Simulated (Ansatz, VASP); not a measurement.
**One calculation of Ru, two programs**

INCAR

```
SYSTEM = Ru
PREC     = Accurate       ! precision mode
ENCUT    = 520            ! plane-wave cutoff, eV
EDIFF    = 1E-6           ! SCF threshold, eV
ISMEAR   = 0              ! smearing method
SIGMA    = 0.15           ! smearing width, eV
LREAL    = .False.        ! projectors in reciprocal space
LASPH    = .True.         ! aspherical terms in the spheres
NELM     = 60             ! most SCF steps
ALGO     = Fast           ! electronic algorithm
ISIF     = 2              ! what is computed and relaxed
LWAVE    = .False.        ! write WAVECAR
LCHARG   = .False.        ! write CHGCAR
GGA      = PS             ! functional
NBANDS   = 13             ! bands
```

File KPOINTS:

```
regular mesh
0
Gamma
  24 24 24
  0 0 0
```

The input POSCAR:

```
Ru
1.0
    0.0000000000      2.1496230338      1.5197834849
    2.1496230338      0.0000000000      1.5197834849
    2.1496230338      2.1496230338      0.0000000000
Ru
1
Direct
    0.0000000000      0.0000000000      0.0000000000
```

Input for Ansatz:

```yaml
crystal:
  lattice:
    - [0.0, 2.1496230338, 1.5197834849]
    - [2.1496230338, 0.0, 1.5197834849]
    - [2.1496230338, 2.1496230338, 0.0]
  atoms:
    - { symbol: Ru, position: [0.0, 0.0, 0.0] }
basis:
  ecutwfc: 420
kpoints:
  mp_grid: { grid: [24, 24, 24] }
hamiltonian:
  xc: pbesol
scf:
  occupations: { method: gaussian, width: 0.15 }
output:
  forces: true
  stress: true
  eigenvalues: true
```

Alike in both runs: task single point; functional PBEsol; k mesh 24 × 24 × 24; occupations gaussian, width 0.15 eV; no spin polarisation.

|  | VASP | Ansatz |
| --- | --- | --- |
| version | VASP 6.6.1 | Ansatz 0.2.0 |
| potentials or method | VASP PAW PBE potentials, release 64 (Ru_pv), cutoff 520 eV | scalar-relativistic, plane waves, PAW |
| valence electrons in the cell | 14 | 16 |

Ansatz gave:

- gap on the k mesh at the Fermi level (eV): none
- pressure (GPa): -6.3

Task: What did VASP give for the same quantities?

Result: gap on the k mesh at the Fermi level (eV): none; pressure (GPa): -6.4.

VASP's potentials were made for PBE, not for PBEsol. A gap of «none» marks a metal or a gap that the smearing closes. The functional is the same, so the differences come from potentials, cutoffs and numerics. VASP's potentials hold 14 valence electrons a cell and Ansatz's 16, so a difference there can come from the potentials and not from the codes.
